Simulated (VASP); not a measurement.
Fe7Co: single point with PBEsol

Fe7Co:

```xyz
24
Lattice="6.5711 -0.2251 0.0876 -0.2251 6.2966 -0.2020 0.0876 -0.2020 6.5999" Properties=species:S:1:pos:R:3 pbc="T T T"
Fe    6.0568    1.4641    5.8477
Fe    4.5963    0.9851    4.0277
Fe    4.9962    3.3195    2.9602
Fe    2.3810    2.7103    5.8991
Fe    2.4833    5.1960    0.4344
Fe    2.5991    2.2353    3.6991
Fe    0.4323    0.2323    1.0001
Fe    2.6433   -0.1120    3.2608
Fe    5.7442    5.3934    4.2404
Fe    1.6199    0.1763    5.6303
Fe    0.1528    5.1175    2.4126
Fe    4.5645    3.0040    5.2226
Fe    3.7596    0.8078    6.0978
Fe    0.1788    2.5714    1.3016
Fe    4.2796    5.3472    2.5053
Fe    0.5838    1.0246    3.2646
Fe    2.2382    1.5864    1.3159
Fe    3.1694    4.7691    4.6518
Fe    4.0051    3.0133    0.7276
Fe    4.8163    5.5326    0.0321
Fe    4.7987    1.1248    1.8228
Co   -0.0521    4.4164   -0.1523
Co    0.7390    3.3800    4.0375
Co    2.2122    3.7033    2.1941
```

* Program: VASP 6.6.1
* Task: single point
* Functional: PBEsol
* Potentials or basis: VASP PAW PBE potentials, release 64 (Fe, Co)
* Cutoff: 400 eV
* k mesh: 1 × 1 × 1, shifted
* Occupations: fermi-dirac, width 0.0922 eV
* Spin: no spin polarisation

- Pressure: -16.6 GPa
- Largest force: 2.857 eV/Å
- Band gap on the k mesh: zero (an odd number of electrons rules out a gap without spin polarisation)

Forces on the atoms (eV/Å):
```
Fe   1.680 -1.005  0.510
Fe   0.679 -0.113 -0.545
Fe   0.632 -0.801 -0.034
Fe  -2.123  0.202  0.278
Fe  -0.207  0.806  0.078
Fe   1.385 -1.448  0.517
Fe  -0.405  0.540  0.168
Fe  -1.546  0.505  0.044
Fe  -0.877 -0.288  2.303
Fe  -0.170  0.288 -0.866
Fe   1.804 -1.742 -1.368
Fe   0.463  0.645 -1.085
Fe   0.083 -0.219  0.822
Fe  -0.250  0.924  0.411
Fe  -0.029 -0.982 -2.030
Fe  -0.633  1.076  0.140
Fe   0.072 -0.888 -0.063
Fe  -0.288  0.416  0.526
Fe   1.666  0.980  1.525
Fe  -1.542 -0.153 -0.197
Fe   0.189  0.190 -0.914
Co   0.659 -0.991 -0.741
Co  -1.154  0.802  0.833
Co  -0.088  1.257 -0.311
```

Stress tensor (GPa, compression positive):
```
-17.48  -4.64   0.33
 -4.64 -18.47  -3.06
  0.33  -3.06 -13.89
```

Levels at points of the mesh, in eV from the Fermi level:
```
           k point  band 94  band 95  band 96  band 97  band 98  band 99  band 100  band 101  band 102  band 103
(0.25, 0.25, 0.25)    -0.13    -0.11    -0.07    -0.05    -0.01     0.02      0.09      0.13      0.17      0.18
```

Run time: 3.2 min on 1 thread of Intel(R) Xeon(R) 6975P-C (Granite Rapids), on a shared host, peak memory 0.3 GiB.

Caveat: the atoms stand as in a frame of molecular dynamics; the PAW data sets were made with another functional, which shifts forces and pressure a little; the run has no spin polarisation, though such a crystal can be magnetic. Spin polarisation is off, so any magnetic state and its effect on volume and gap are missing.
